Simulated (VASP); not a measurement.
Input of a VASP 6.6.1 run:

INCAR

```
SYSTEM = BaTiO3
  ALGO = Normal
  EDIFF = 1E-6
  ENCUT = 520
  GGA = PE
  ISIF = 2
  ISMEAR = 0
  LASPH = .True.
  LCHARG = .False.
  LDAU = .True.
  LDAUJ = 0 0 0
  LDAUL = -1 2 -1
  LDAUPRINT = 1
  LDAUTYPE = 2
  LDAUU = 0 4 0
  LMAXMIX = 4
  LREAL = .False.
  LWAVE = .False.
  NBANDS = 28
  NELM = 150
  PREC = Accurate
  SIGMA = 0.02
```

KPOINTS

```
k-points
0
Gamma
  8 8 8
  0 0 0
```

POSCAR

```
BaTiO3
1.0
    4.3482183854      0.0000000000      0.0000000000
    0.0000000000      3.0963361789      3.1058858666
    0.0000000000     -3.0963361789      3.1058858666
Ba Ti O
1 1 3
Direct
    0.0000000000      0.0000000000      0.0000000000
    0.5000000000      0.5079000000      0.5079000000
    0.0000000000      0.4921000000      0.4921000000
    0.5000000000      0.5025100000      0.9937100000
    0.5000000000      0.9937100000      0.5025100000
```

Potentials or basis: VASP PAW PBE potentials, release 64 (Ba_sv, Ti_sv, O).

Launch:

```bash
$ cat potpaw_PBE.64/Ba_sv/POTCAR potpaw_PBE.64/Ti_sv/POTCAR potpaw_PBE.64/O/POTCAR > POTCAR
$ mpirun -np 1 vasp_std > vasp.out
```

Problem. What does it give for the pressure?

Solution. -21.4 GPa.

Problem. Predict the band gap on the k mesh.

Solution. 1.62 eV (least direct gap 1.97 eV).

Problem. Predict the largest force.

Solution. 0.582 eV/Å.

Eigenvalues of the final occupation matrices:
| site | spin | trace | eigenvalues |
| --- | --- | --- | --- |
| site 2 d | 1 | 0.69 | 0.10 0.10 0.10 0.20 0.20 |
| site 2 d | 2 | 0.69 | 0.10 0.10 0.10 0.20 0.20 |

Caveat: the cell stands under tension; spin-orbit coupling is left out, which moves the levels of the heavy elements. A k mesh can miss the band edges.
